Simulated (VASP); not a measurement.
# LaHg (R-3m) in VASP: notebook

The runs below take LaHg through single point, with LDA.

Program: VASP 6.6.1. These are calculated values, not measurements. Logs are shortened: lines on timing, memory, paths and dates and some standing lists are left out, and cuts for length are marked.

## Step 1: The cell of the first run

Symmetry: R-3m, No. 166, trigonal system. Conventional cell: a = 5.481 Å, b = 5.481 Å, c = 6.513 Å, α = 90.00°, β = 90.00°, γ = 120.00°. La (site symmetry -3m) has 8 Hg at 3.26 to 3.35 Å and 6 La at 3.84 Å within 4.3 Å. Hg (site symmetry -3m) has 8 La at 3.26 to 3.35 Å and 6 Hg at 3.84 Å within 4.3 Å.

## Step 2: Single point, LDA (equal xy, yz and zx shear strains of -2 %)

INCAR

```
SYSTEM = LaHg
  ALGO = Normal
  EDIFF = 1E-6
  ENCUT = 520
  ISIF = 2
  ISMEAR = -1
  LASPH = .True.
  LCHARG = .False.
  LREAL = .False.
  LWAVE = .False.
  NBANDS = 18
  NELM = 100
  PREC = Accurate
  SIGMA = 0.08
```

KPOINTS

```
k-points
0
Gamma
  11 11 11
  0 0 0
```

POSCAR

```
LaHg
1.0
    3.8370000000     -0.0383700000     -0.0383700000
   -0.0383700000      3.8370000000     -0.0383700000
   -0.0383700000     -0.0383700000      3.8370000000
La Hg
1 1
Direct
    0.5000000000      0.5000000000      0.5000000000
    0.0000000000      0.0000000000      0.0000000000
```

Potentials or basis: VASP PAW LDA potentials, release 64 (La, Hg).

Launch:

```
$ cat potpaw_LDA.64/La/POTCAR potpaw_LDA.64/Hg/POTCAR > POTCAR
$ mpirun -np 1 vasp_std > vasp.out
```

OUTCAR:

```text
SYSTEM = LaHg
   EDIFF = 1E-6
   ENCUT = 520
   ISIF = 2
   ISMEAR = -1
   LASPH = .True.
   LREAL = .False.
   NELM = 100
   PREC = Accurate

 ion  position               nearest neighbor table
   1  0.500  0.500  0.500-   2 3.26   2 3.26   2 3.35   2 3.35   2 3.35   2 3.35   2 3.35   2 3.35

   2  0.000  0.000  0.000-   1 3.26   1 3.26   1 3.35   1 3.35   1 3.35   1 3.35   1 3.35   1 3.35

  LATTYP: Found a trigonal (rhomboedric) cell.
 ALAT       =     3.8373836808
 COS(alpha) =    -0.0198960208

  Lattice vectors:

 A1 = (   3.8370000000,  -0.0383700000,  -0.0383700000)
 A2 = (  -0.0383700000,   3.8370000000,  -0.0383700000)
 A3 = (  -0.0383700000,  -0.0383700000,   3.8370000000)

Analysis of symmetry for initial positions (statically):
=====================================================================
 Subroutine PRICEL returns:
 Original cell was already a primitive cell.

 Routine SETGRP: Setting up the symmetry group for a
 trigonal (rhombohedral) supercell.

 Subroutine GETGRP returns: Found 12 space group operations
 (whereof 12 operations were pure point group operations)
 out of a pool of 12 trial point group operations.

The static configuration has the point symmetry D_3d.

Analysis of symmetry for dynamics (positions and initial velocities):
=====================================================================
 Subroutine PRICEL returns:
 Original cell was already a primitive cell.

 Routine SETGRP: Setting up the symmetry group for a
 trigonal (rhombohedral) supercell.

 Subroutine GETGRP returns: Found 12 space group operations
 (whereof 12 operations were pure point group operations)
 out of a pool of 12 trial point group operations.

The dynamic configuration has the point symmetry D_3d.

 Subroutine INISYM returns: Found 12 space group operations
 (whereof 12 operations are pure point group operations),
 and found     1 'primitive' translations

----------------------------------------------------------------------------------------

                                     Primitive cell

  volume of cell :      56.4734

  direct lattice vectors                    reciprocal lattice vectors
     3.837000000 -0.038370000 -0.038370000     0.260672937  0.002633060  0.002633060
    -0.038370000  3.837000000 -0.038370000     0.002633060  0.260672937  0.002633060
    -0.038370000 -0.038370000  3.837000000     0.002633060  0.002633060  0.260672937

  length of vectors
     3.837383681  3.837383681  3.837383681     0.260699533  0.260699533  0.260699533

  position of ions in fractional coordinates (direct lattice)
     0.500000000  0.500000000  0.500000000
     0.000000000  0.000000000  0.000000000

  ion indices of the primitive-cell ions
   primitive index   ion index
                 1           1
                 2           2

----------------------------------------------------------------------------------------

 KPOINTS: k-points

Automatic generation of k-mesh.
 Grid dimensions read from file:
 generate k-points for:   11   11   11

 Generating k-lattice:

  Cartesian coordinates                     Fractional coordinates (reciprocal lattice)
     0.023697540  0.000239369  0.000239369     0.090909091  0.000000000  0.000000000
     0.000239369  0.023697540  0.000239369     0.000000000  0.090909091  0.000000000
     0.000239369  0.000239369  0.023697540     0.000000000  0.000000000  0.090909091

  Length of vectors
     0.023699958  0.023699958  0.023699958

  Shift w.r.t. Gamma in fractional coordinates (k-lattice)
     0.000000000  0.000000000  0.000000000

 Subroutine IBZKPT returns following result:
 ===========================================

 Found    146 irreducible k-points:

 Following reciprocal coordinates:
            Coordinates               Weight
  0.000000  0.000000  0.000000      1.000000
  0.090909  0.000000  0.000000      6.000000
  0.181818  0.000000  0.000000      6.000000
  0.272727  0.000000  0.000000      6.000000
  0.363636 -0.000000  0.000000      6.000000
  0.454545 -0.000000  0.000000      6.000000
[... 16 lines left out ...]
 -0.272727  0.181818 -0.000000     12.000000
 -0.181818  0.181818  0.000000      6.000000
 [... further k-points ...]
   k-points           NKPTS =    146   k-points in BZ     NKDIM =    146   number of bands    NBANDS=     18
   number of dos      NEDOS =    301   number of ions     NIONS =      2
   total plane-waves  NPLWV =  27000
   dimension x,y,z NGX =    30 NGY =   30 NGZ =   30
   dimension x,y,z NGXF=    60 NGYF=   60 NGZF=   60
   ions per type =               1   1
   NGX,Y,Z   is equivalent  to a cutoff of  13.00, 13.00, 13.00 a.u.
   NGXF,Y,Z  is equivalent  to a cutoff of  25.99, 25.99, 25.99 a.u.
 SYSTEM =  LaHg
   PREC   = accura    normal or accurate (medium, high low for compatibility)
   ISTART =      0    job   : 0-new  1-cont  2-samecut
   ICHARG =      2    charge: 1-file 2-atom 10-const
   ISPIN  =      1    spin polarized calculation?
   LNONCOLLINEAR =      F non collinear calculations
   LSORBIT =      F    spin-orbit coupling
   LASPH  =      T    aspherical Exc in radial PAW
   ENCUT  =  520.0 eV  38.22 Ry    6.18 a.u.   7.13  7.13  7.13*2*pi/ulx,y,z
   NELM   =    100;   NELMIN=  2; NELMDL= -5     # of ELM steps
   EDIFF  = 0.1E-05   stopping-criterion for ELM
   LREAL  =      F    real-space projection
   EDIFFG = 0.1E-04   stopping-criterion for IOM
   NSW    =      0    number of steps for IOM
   IBRION =     -1    ionic relax: 0-MD 1-quasi-New 2-CG
   NFREE  =      0    steps in history (QN), initial steepest desc. (CG)
   ISIF   =      2    stress and relaxation
   ISYM   =      2    0-nonsym 1-usesym 2-fastsym
   POTIM  = 0.5000    time-step for ionic-motion
   TEBEG  =    0.0;   TEEND  =   0.0 temperature during run
   PSTRESS=    0.0 pullay stress
   NELECT =      23.0000    total number of electrons
   NUPDOWN=      -1.0000    fix difference up-down
   EMIN   =  10.00;   EMAX   =-10.00  energy-range for DOS
   EFERMI =   0.00;   METHOD = LEGACY
   ISMEAR =    -1;   SIGMA  =   0.08  broadening in eV -4-tet -1-fermi 0-gaus
   EFERMI_NEDOS =   21; number of points for ismear=-14 and -15
   IALGO  =     38    algorithm
   IMIX   =      4    mixing-type and parameters
     AMIX     =   0.40;   BMIX     =  1.00
     AMIX_MAG =   1.60;   BMIX_MAG =  1.00
  volume/ion in A,a.u.               =      28.24       190.55
  Fermi-wavevector in a.u.,A,eV,Ry     =   1.213490  2.293163 20.035352  1.472557
  Thomas-Fermi vector in A             =   2.348940
   LORBIT       =      0    0 simple, 1 ext, 2 COOP (PROOUT), +10 PAW based schemes
   GGA     = CA    functional components
   LHFCALC =     F    Hartree Fock is set to
   AEXX    =    0.0000 exact exchange contribution
   IVDW    =     0    specifies the selected vdW correction
   LEPSILON=     F    determine dielectric tensor
   LRPA    =     F    only Hartree local field effects (RPA)
 non-spin polarized calculation
  energy-cutoff  :      520.00
  volume of cell :       56.47
 maximum number of plane-waves:      1537
 NGX is ok and might be reduce to    30
   NGX = 15   NGY = 15   NGZ = 15

 number of electron      23.0000002 magnetization

 Free energy of the ion-electron system (eV)
  ---------------------------------------------------
  ext. energy  EPLUGINS =         0.00000000
  ---------------------------------------------------
  free energy    TOTEN  =        -7.68464875 eV

  energy without entropy =       -7.62693761  energy(sigma->0) =       -7.65579318

 E-fermi :   6.6158     XC(G=0): -10.6547

 val. band max:        6.6153036814   @ k =   0.0909   0.0000   0.0000
 cond. band min:       6.6192384197   @ k =   0.0909   0.0909   0.0909
 fundamental gap:      0.0039347383
 Fermi energy:         6.6158233330

 k-point     1 :       0.0000    0.0000    0.0000
  band No.  band energies     occupation
      1     -26.3103      2.00000
      2      -9.8014      2.00000
      3      -9.7621      2.00000
      4      -9.7621      2.00000
      5      -1.0477      2.00000
      6      -1.0477      2.00000
[... 10 lines left out ...]
     17       8.1082      0.00000
     18       8.1107      0.00000

 k-point     2 :       0.0909    0.0000    0.0000
  band No.  band energies     occupation
      1     -26.3060      2.00000
      2      -9.8455      2.00000
      3      -9.7795      2.00000
      4      -9.7585      2.00000
      5      -1.0383      2.00000
      6      -1.0064      2.00000
[... 10 lines left out ...]
     17       8.1082      0.00000
     18       8.1175      0.00000

 k-point     3 :       0.1818    0.0000    0.0000
  band No.  band energies     occupation
      1     -26.2943      2.00000
      2     -10.0090      2.00000
      3      -9.7753      2.00000
      4      -9.7486      2.00000
      5      -1.0126      2.00000
      6      -0.8971      2.00000
[... 10 lines left out ...]
     17       8.1251      0.00000
     18       8.1679      0.00000

 k-point     4 :       0.2727    0.0000    0.0000
  band No.  band energies     occupation
      1     -26.2788      2.00000
      2     -10.2165      2.00000
      3      -9.7650      2.00000
      4      -9.7357      2.00000
      5      -0.9786      2.00000
      6      -0.7578      2.00000
[... 375 lines left out ...]
      4      -9.7145      2.00000
      5      -0.8956      2.00000
      6      -0.7491      2.00000
[... 10 lines left out ...]
     17       8.2457      0.00000
     18       8.2768      0.00000

 k-point    23 :      -0.2727    0.1818   -0.0000
  band No.  band energies     occupation
      1     -26.2639      2.00000
      2     -10.1793      2.00000
      3      -9.9537      2.00000
      4      -9.7285      2.00000
      5      -0.9164      2.00000
      6      -0.7474      2.00000
[... 10 lines left out ...]
     17       8.2070      0.00000
     18       8.2417      0.00000

 k-point    24 :      -0.1818    0.1818    0.0000
  band No.  band energies     occupation
      1     -26.2789      2.00000
      2      -9.9966      2.00000
      3      -9.9631      2.00000
      4      -9.7439      2.00000
      5      -0.9449      2.00000
      6      -0.8103      2.00000
[... 10 lines left out ...]
     17       8.1714      0.00000
     18       8.1939      0.00000

 [... further k-points ...]

------------------------ aborting loop because EDIFF is reached ----------------------------------------

  FORCE on cell =-STRESS in cart. coord.  units (eV):
  Direction    XX          YY          ZZ          XY          YZ          ZX
  --------------------------------------------------------------------------------------
  -------------------------------------------------------------------------------------
  Total       -0.5880426     -0.5880426     -0.5880426      0.1908188      0.1908188      0.1908188
  in kB      -16.6830371    -16.6830371    -16.6830371      5.4136176      5.4136176      5.4136176
  external PRESSURE =     -16.6830371 kB  Pullay stress =       0.0000000 kB

 VOLUME and BASIS-vectors are now :
 -----------------------------------------------------------------------------
  energy-cutoff  :      520.00
  volume of cell :       56.47
      direct lattice vectors                 reciprocal lattice vectors
     3.837000000 -0.038370000 -0.038370000     0.260672937  0.002633060  0.002633060
    -0.038370000  3.837000000 -0.038370000     0.002633060  0.260672937  0.002633060
    -0.038370000 -0.038370000  3.837000000     0.002633060  0.002633060  0.260672937

 POSITION                                       TOTAL-FORCE (eV/Angst)
 -----------------------------------------------------------------------------------
      1.88013      1.88013      1.88013         0.000000      0.000000      0.000000
      0.00000      0.00000      0.00000        -0.000000     -0.000000     -0.000000
 -----------------------------------------------------------------------------------
    total drift:                                0.000000     -0.000000     -0.000000

  FREE ENERGIE OF THE ION-ELECTRON SYSTEM (eV)
  ---------------------------------------------------
  free  energy   TOTEN  =        -7.6846487513 eV

  energy  without entropy=       -7.6269376104  energy(sigma->0) =       -7.65579318
```

Wall time 82 s (1 thread of Intel Xeon Platinum 8488C (Sapphire Rapids), shared host); peak memory 0.3 GiB.

Results:

- Free energy: -7.6846 eV
- Pressure: -1.7 GPa

Stress tensor (GPa, compression positive):
```
-1.67  0.54  0.54
 0.54 -1.67  0.54
 0.54  0.54 -1.67
```

Levels at points of the mesh, in eV from the Fermi level:
```tsv
k point	band 7	band 8	band 9	band 10	band 11	band 12	band 13	band 14	band 15	band 16
(0.00, 0.00, 0.00)	-7.28	-7.20	-7.20	-7.10	-0.04	-0.04	1.36	1.36	1.40	1.47
```

Caveat: the cell differs from its parent crystal (equal xy, yz and zx shear strains of -2 %); spin-orbit coupling is left out, which moves the levels of the heavy elements.

[end of part 1 of 2]
